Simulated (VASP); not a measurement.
# Eu (Im-3m) in VASP: notebook

Runs on Eu. Level: PBE+U. Tasks: single point.

Program: VASP 6.6.1. These are calculated values, not measurements. Logs are shortened: lines on timing, memory, paths and dates and some standing lists are left out, and cuts for length are marked.

## (1) The cell of the first run

Symmetry: Im-3m, No. 229, cubic system. Conventional cell: a = 4.606 Å, b = 4.606 Å, c = 4.606 Å, α = 90.00°, β = 90.00°, γ = 90.00°. Eu (site symmetry m-3m) has 14 Eu at 3.99 to 4.61 Å within 5.2 Å.

## (2) Single point, PBE+U, collinear spin, ferromagnetic start

Input file INCAR:

```
SYSTEM = Eu
  PREC = Accurate
  ENCUT = 600
  EDIFF = 1E-6
  ISMEAR = 0
  SIGMA = 0.1
  LREAL = .FALSE.
  LASPH = .TRUE.
  NELM = 200
  ALGO = Normal
  ISIF = 2
  LWAVE = .FALSE.
  LCHARG = .FALSE.
  ISPIN = 2
  MAGMOM = 7
  LORBIT = 11
  LMAXMIX = 6
  LDAU = .TRUE.
  LDAUTYPE = 2
  LDAUL = 3
  LDAUU = 6
  LDAUJ = 0
  LDAUPRINT = 1
  GGA = PE
  NBANDS = 18
  GGA_COMPAT = .FALSE.
```

Input file KPOINTS:

```
regular mesh
0
G
  6 6 6
  0 0 0
```

Input file POSCAR:

```
Eu
1.0
   -2.3030000000      2.3030000000      2.3030000000
    2.3030000000     -2.3030000000      2.3030000000
    2.3030000000      2.3030000000     -2.3030000000
Eu
1
Direct
    0.0000000000      0.0000000000      0.0000000000
```

Potentials or basis: VASP PAW PBE potentials, release 64 (Eu).

The run is started by

```bash
cat potpaw_PBE.64/Eu/POTCAR > POTCAR
mpirun -np 1 vasp_std > vasp.out
```

OUTCAR:

```text
SYSTEM = Eu
   PREC = Accurate
   ENCUT = 600
   EDIFF = 1E-6
   ISMEAR = 0
   LREAL = .FALSE.
   LASPH = .TRUE.
   NELM = 200
   ISIF = 2
   ISPIN = 2
   LORBIT = 11
   GGA = PE

 ion  position               nearest neighbor table
   1  0.000  0.000  0.000-

  LATTYP: Found a body centered cubic cell.
 ALAT       =     4.6060000000

  Lattice vectors:

 A1 = (  -2.3030000000,   2.3030000000,   2.3030000000)
 A2 = (   2.3030000000,  -2.3030000000,   2.3030000000)
 A3 = (   2.3030000000,   2.3030000000,  -2.3030000000)

Analysis of symmetry for initial positions (statically):
=====================================================================
 Subroutine PRICEL returns:
 Original cell was already a primitive cell.

 Routine SETGRP: Setting up the symmetry group for a
 body centered cubic supercell.

 Subroutine GETGRP returns: Found 48 space group operations
 (whereof 48 operations were pure point group operations)
 out of a pool of 48 trial point group operations.

The static configuration has the point symmetry O_h .

Analysis of symmetry for dynamics (positions and initial velocities):
=====================================================================
 Subroutine PRICEL returns:
 Original cell was already a primitive cell.

 Routine SETGRP: Setting up the symmetry group for a
 body centered cubic supercell.

 Subroutine GETGRP returns: Found 48 space group operations
 (whereof 48 operations were pure point group operations)
 out of a pool of 48 trial point group operations.

The dynamic configuration has the point symmetry O_h .

Analysis of structural, dynamic, and magnetic symmetry:
=====================================================================
 Subroutine PRICEL returns:
 Original cell was already a primitive cell.

 Routine SETGRP: Setting up the symmetry group for a
 body centered cubic supercell.

 Subroutine GETGRP returns: Found 48 space group operations
[... 168 lines left out ...]
  o =  0.9761  v = -0.6124  0.0000  0.7906  0.0000 -0.0000 -0.0000  0.0000  0.0000  0.0000  0.0000  0.0000  0.0000  0.0000  0.0000      0.0000  0.0000  0.0000  0.0000  0.0000  0.0000  0.0000  0.0000  0.0000  0.0000  0.0000  0.0000  0.0000  0.0000
  o =  0.9761  v =  0.0000  0.0000  0.0000  0.0000 -0.0013  1.0000 -0.0010  0.0000  0.0000  0.0000  0.0000  0.0000  0.0000  0.0000      0.0000  0.0000  0.0000  0.0000  0.0000  0.0000  0.0000  0.0000  0.0000  0.0000  0.0000  0.0000  0.0000  0.0000
  o =  0.9772  v =  0.0000 -1.0000  0.0000 -0.0000  0.0000  0.0000  0.0000  0.0000  0.0000  0.0000  0.0000  0.0000  0.0000  0.0000      0.0000  0.0000  0.0000  0.0000  0.0000  0.0000  0.0000  0.0000  0.0000  0.0000  0.0000  0.0000  0.0000  0.0000
  o =  0.9775  v =  0.0000  0.0000 -0.0000  0.0615 -0.6112  0.0000  0.7891  0.0000  0.0000  0.0000  0.0000  0.0000  0.0000  0.0000      0.0000  0.0000  0.0000  0.0000  0.0000  0.0000  0.0000  0.0000  0.0000  0.0000  0.0000  0.0000  0.0000  0.0000
  o =  0.9775  v = -0.7906 -0.0000 -0.6124 -0.0000  0.0000  0.0000 -0.0000  0.0000  0.0000  0.0000  0.0000  0.0000  0.0000  0.0000      0.0000  0.0000  0.0000  0.0000  0.0000  0.0000  0.0000  0.0000  0.0000  0.0000  0.0000  0.0000  0.0000  0.0000
  o =  0.9775  v =  0.0000 -0.0000 -0.0000  0.9981  0.0377 -0.0000 -0.0486  0.0000  0.0000  0.0000  0.0000  0.0000  0.0000  0.0000      0.0000  0.0000  0.0000  0.0000  0.0000  0.0000  0.0000  0.0000  0.0000  0.0000  0.0000  0.0000  0.0000  0.0000

 number of electron      17.0000002 magnetization       7.4835530

 Free energy of the ion-electron system (eV)
  ---------------------------------------------------
  ext. energy  EPLUGINS =         0.00000000
  ---------------------------------------------------
  free energy    TOTEN  =       -10.76498098 eV

  energy without entropy =      -10.75734382  energy(sigma->0) =      -10.76116240

 E-fermi :   1.6290     XC(G=0):  -8.1796

 val. band max:        1.6266903076   @ k =   0.5000   0.5000   0.5000
 cond. band min:       1.6373107925   @ k =   0.3333   0.3333   0.0000
 fundamental gap:      0.0106204849
 Fermi energy:         1.6289713173

 spin component 1

 k-point     1 :       0.0000    0.0000    0.0000
  band No.  band energies     occupation
      1     -39.4494      1.00000
      2     -18.2479      1.00000
      3     -18.2479      1.00000
      4     -18.2479      1.00000
      5      -2.5307      1.00000
      6      -0.4708      1.00000
[... 312 lines left out ...]
      4     -18.4541      1.00000
      5      -0.4771      1.00000
      6      -0.4388      1.00000
[... 10 lines left out ...]
     17       6.5148      0.00000
     18       6.5148      0.00000
 Fermi energy:         1.6289713173

 spin component 2

 k-point     1 :       0.0000    0.0000    0.0000
  band No.  band energies     occupation
      1     -36.2400      1.00000
      2     -15.8740      1.00000
      3     -15.8740      1.00000
      4     -15.8740      1.00000
      5      -1.8097      1.00000
      6       4.4221      0.00000
[... 313 lines left out ...]
      5       1.6267      0.51287
      6       1.6267      0.51287
[... 10 lines left out ...]
     17      10.4655      0.00000
     18      10.4789      0.00000

------------------------ aborting loop because EDIFF is reached ----------------------------------------

  FORCE on cell =-STRESS in cart. coord.  units (eV):
  Direction    XX          YY          ZZ          XY          YZ          ZX
  --------------------------------------------------------------------------------------
  -------------------------------------------------------------------------------------
  Total       -0.0703410     -0.0703410     -0.0703410      0.0000000      0.0000000      0.0000000
  in kB       -2.3066257     -2.3066257     -2.3066257      0.0000000      0.0000000      0.0000000
  external PRESSURE =      -2.3066257 kB  Pullay stress =       0.0000000 kB

 VOLUME and BASIS-vectors are now :
 -----------------------------------------------------------------------------
  energy-cutoff  :      600.00
  volume of cell :       48.86
      direct lattice vectors                 reciprocal lattice vectors
    -2.303000000  2.303000000  2.303000000     0.000000000  0.217108120  0.217108120
     2.303000000 -2.303000000  2.303000000     0.217108120  0.000000000  0.217108120
     2.303000000  2.303000000 -2.303000000     0.217108120  0.217108120  0.000000000

 POSITION                                       TOTAL-FORCE (eV/Angst)
 -----------------------------------------------------------------------------------
      0.00000      0.00000      0.00000         0.000000     -0.000000      0.000000
 -----------------------------------------------------------------------------------
    total drift:                                0.000000      0.000000     -0.000000

  FREE ENERGIE OF THE ION-ELECTRON SYSTEM (eV)
  ---------------------------------------------------
  free  energy   TOTEN  =       -10.7649809762 eV

  energy  without entropy=      -10.7573438236  energy(sigma->0) =      -10.76116240

 total charge

# of ion       s       p       d       f       tot
--------------------------------------------------
    1        2.077   5.740   0.202   6.832  14.851

 magnetization (x)

# of ion       s       p       d       f       tot
--------------------------------------------------
    1       -0.005  -0.100   0.112   6.832   6.839
```

It took 17 s on 1 thread of Intel Xeon 6975P-C (Granite Rapids), shared host; peak memory 0.21 GiB.

What came out:

* Free energy: -10.7650 eV
* Pressure: -0.2 GPa
* Net moment: 7.48 μB per cell
* Site moments: Eu +6.84 μB
* Valence electrons inside the program's atomic spheres: Eu 14.85

Eigenvalues of the final occupation matrices:
```tsv
site	spin	trace	eigenvalues
site 1 f	1	6.84	0.98 0.98 0.98 0.98 0.98 0.98 0.98
site 1 f	2	0.00	0.00 0.00 0.00 0.00 0.00 0.00 0.00
```

Caveat: spin-orbit coupling is left out, which moves the levels of the heavy elements.

## (3) Single point, PBE+U, collinear spin, ferromagnetic start (43.29 Å³/atom)

This run uses another cell than the first one, of 43.29 Å³/atom.

Input file INCAR:

```
PREC = Accurate
ENCUT = 600
EDIFF = 1E-6
ISMEAR = 0
SIGMA = 0.1
LREAL = F
LASPH = T
NELM = 200
ALGO = Normal
ISIF = 2
LWAVE = F
LCHARG = F
ISPIN = 2
MAGMOM = 7.85
LORBIT = 11
LMAXMIX = 6
LDAU = T
LDAUTYPE = 2
LDAUL = 3
LDAUU = 6
LDAUJ = 0
LDAUPRINT = 1
GGA = PE
NBANDS = 18
GGA_COMPAT = F
```

Input file KPOINTS:

```
regular mesh
0
Gamma
  14 14 14
```

Input file POSCAR:

```
Eu
1.0
   -2.2119739174      2.2119739174      2.2119739174
    2.2119739174     -2.2119739174      2.2119739174
    2.2119739174      2.2119739174     -2.2119739174
Eu
1
Direct
    0.0000000000      0.0000000000      0.0000000000
```

Potentials or basis: VASP PAW PBE potentials, release 64 (Eu).

The run is started by

```bash
cat potpaw_PBE.64/Eu/POTCAR > POTCAR
mpirun -np 1 vasp_std > vasp.out
```

OUTCAR:

```text
PREC = Accurate
   ENCUT = 600
   EDIFF = 1E-6
   ISMEAR = 0
   LREAL = F
   LASPH = T
   NELM = 200
   ISIF = 2
   ISPIN = 2
   LORBIT = 11
   GGA = PE

 ion  position               nearest neighbor table
   1  0.000  0.000  0.000-

  LATTYP: Found a body centered cubic cell.
 ALAT       =     4.4239478348

  Lattice vectors:

 A1 = (  -2.2119739174,   2.2119739174,   2.2119739174)
 A2 = (   2.2119739174,  -2.2119739174,   2.2119739174)
 A3 = (   2.2119739174,   2.2119739174,  -2.2119739174)

Analysis of symmetry for initial positions (statically):
=====================================================================
 Subroutine PRICEL returns:
 Original cell was already a primitive cell.

 Routine SETGRP: Setting up the symmetry group for a
 body centered cubic supercell.

 Subroutine GETGRP returns: Found 48 space group operations
 (whereof 48 operations were pure point group operations)
 out of a pool of 48 trial point group operations.

The static configuration has the point symmetry O_h .

Analysis of symmetry for dynamics (positions and initial velocities):
[... 221 lines left out ...]
 Fermi energy:         2.0347454665

 spin component 1

 k-point     1 :       0.0000    0.0000    0.0000
  band No.  band energies     occupation
      1     -38.8762      1.00000
      2     -17.6088      1.00000
      3     -17.6088      1.00000
      4     -17.6088      1.00000
      5      -2.2244      1.00000
      6       0.0616      1.00000
[... 1001 lines left out ...]
     17      11.0167      0.00000
     18      11.0783      0.00000

 [... further k-points ...]

------------------------ aborting loop because EDIFF is reached ----------------------------------------

  FORCE on cell =-STRESS in cart. coord.  units (eV):
  Direction    XX          YY          ZZ          XY          YZ          ZX
  --------------------------------------------------------------------------------------
  -------------------------------------------------------------------------------------
  Total        0.4334039      0.4334039      0.4334039      0.0000000      0.0000000      0.0000000
  in kB       16.0399655     16.0399655     16.0399655      0.0000000      0.0000000      0.0000000
  external PRESSURE =      16.0399655 kB  Pullay stress =       0.0000000 kB

 VOLUME and BASIS-vectors are now :
 -----------------------------------------------------------------------------
  energy-cutoff  :      600.00
  volume of cell :       43.29
      direct lattice vectors                 reciprocal lattice vectors
    -2.211973917  2.211973917  2.211973917     0.000000000  0.226042448  0.226042448
     2.211973917 -2.211973917  2.211973917     0.226042448  0.000000000  0.226042448
     2.211973917  2.211973917 -2.211973917     0.226042448  0.226042448  0.000000000

 POSITION                                       TOTAL-FORCE (eV/Angst)
 -----------------------------------------------------------------------------------
      0.00000      0.00000      0.00000        -0.000000     -0.000000      0.000000
 -----------------------------------------------------------------------------------
    total drift:                                0.000000      0.000000     -0.000000

  FREE ENERGIE OF THE ION-ELECTRON SYSTEM (eV)
  ---------------------------------------------------
  free  energy   TOTEN  =       -10.7418042766 eV

  energy  without entropy=      -10.7355306637  energy(sigma->0) =      -10.73866747

 total charge

# of ion       s       p       d       f       tot
--------------------------------------------------
    1        2.084   5.735   0.232   6.820  14.871

 magnetization (x)

# of ion       s       p       d       f       tot
--------------------------------------------------
    1       -0.005  -0.103   0.087   6.819   6.798
```

OSZICAR:

```text
N       E                     dE             d eps       ncg     rms          rms(c)
DAV:   1     0.119897280425E+03    0.11990E+03   -0.71143E+03  9116   0.452E+03
DAV:   2     0.136826994348E+02   -0.10621E+03   -0.93917E+02  9466   0.317E+02
DAV:   3    -0.355030974612E+01   -0.17233E+02   -0.16947E+02 11382   0.110E+02
DAV:   4    -0.527028405849E+01   -0.17200E+01   -0.17104E+01 14614   0.264E+01
DAV:   5    -0.535928200334E+01   -0.88998E-01   -0.88884E-01 13148   0.699E+00    0.277E+01
DAV:   6    -0.103205218895E+02   -0.49612E+01   -0.35082E+00 11154   0.210E+01    0.198E+01
DAV:   7    -0.106795481060E+02   -0.35903E+00   -0.21218E+00 11990   0.273E+01    0.963E+00
DAV:   8    -0.107235142950E+02   -0.43966E-01   -0.13249E-01 13168   0.320E+00    0.673E+00
DAV:   9    -0.107344420400E+02   -0.10928E-01   -0.14660E-02 13428   0.947E-01    0.437E+00
DAV:  10    -0.107387350590E+02   -0.42930E-02   -0.17051E-02 11828   0.308E+00    0.135E+00
DAV:  11    -0.107416107125E+02   -0.28757E-02   -0.32898E-03 11588   0.130E+00    0.614E-01
DAV:  12    -0.107417672447E+02   -0.15653E-03   -0.51707E-04 13422   0.229E-01    0.151E-01
DAV:  13    -0.107417986210E+02   -0.31376E-04   -0.11815E-04 13692   0.652E-02    0.151E-01
DAV:  14    -0.107418030710E+02   -0.44500E-05   -0.13619E-05 11922   0.299E-02    0.731E-02
DAV:  15    -0.107418041293E+02   -0.10583E-05   -0.24794E-06  9944   0.214E-02    0.200E-02
DAV:  16    -0.107418042766E+02   -0.14726E-06   -0.57061E-07  6588   0.188E-02
   1 F= -.10741804E+02 E0= -.10738667E+02  d E =-.627361E-02  mag=     7.2906
```

stdout:

```text
POSCAR found type information on POSCAR Eu
 POSCAR found :  1 types and       1 ions
 scaLAPACK will be used
 LDA part: xc-table for (Slater+PW92), standard interpolation
 POSCAR, INCAR and KPOINTS ok, starting setup
 FFT: planning ... GRIDC
 FFT: planning ... GRID_SOFT
 FFT: planning ... GRID
 WAVECAR not read
 entering main loop
```

Run time: 78 s. Hardware: 1 thread of Intel Xeon 6975P-C (Granite Rapids), shared host; peak memory 0.33 GiB.

Results:

| Quantity | Value |
| --- | --- |
| Free energy | -10.7418 eV |
| Pressure | 1.6 GPa |
| Net moment | 7.29 μB per cell |
| Site moments | Eu +6.80 μB |
| Valence electrons inside the program's atomic spheres | Eu 14.87 |

Levels at points of the mesh, in eV from the Fermi level:
Spin up:
```
           k point  band 10  band 11  band 12  band 13  band 14  band 15
(0.00, 0.00, 0.00)    -1.84    -1.84    -1.79     2.02     2.02     2.02
(0.50, 0.00, 0.00)    -1.84    -1.82    -1.59     0.62     0.81     3.59
(0.50, 0.50, 0.50)    -1.81    -1.81    -0.97    -0.97     4.94     4.94
```
Spin down:
```tsv
k point	band 3	band 4	band 5	band 6	band 7	band 8
(0.00, 0.00, 0.00)	-17.29	-17.29	-3.65	2.93	2.93	2.93
(0.50, 0.00, 0.00)	-17.47	-17.30	-0.94	1.39	1.50	4.64
(0.50, 0.50, 0.50)	-17.68	-17.68	-0.29	-0.29	5.30	5.30
```

Eigenvalues of the final occupation matrices:
| site | spin | trace | eigenvalues |
| --- | --- | --- | --- |
| site 1 f | 1 | 6.83 | 0.97 0.97 0.97 0.98 0.98 0.98 0.98 |
| site 1 f | 2 | 0.00 | 0.00 0.00 0.00 0.00 0.00 0.00 0.00 |

Caveat: spin-orbit coupling is left out, which moves the levels of the heavy elements. The state reached can hang on the start; a lower one may exist.

(Continued in part 2 of 2.)
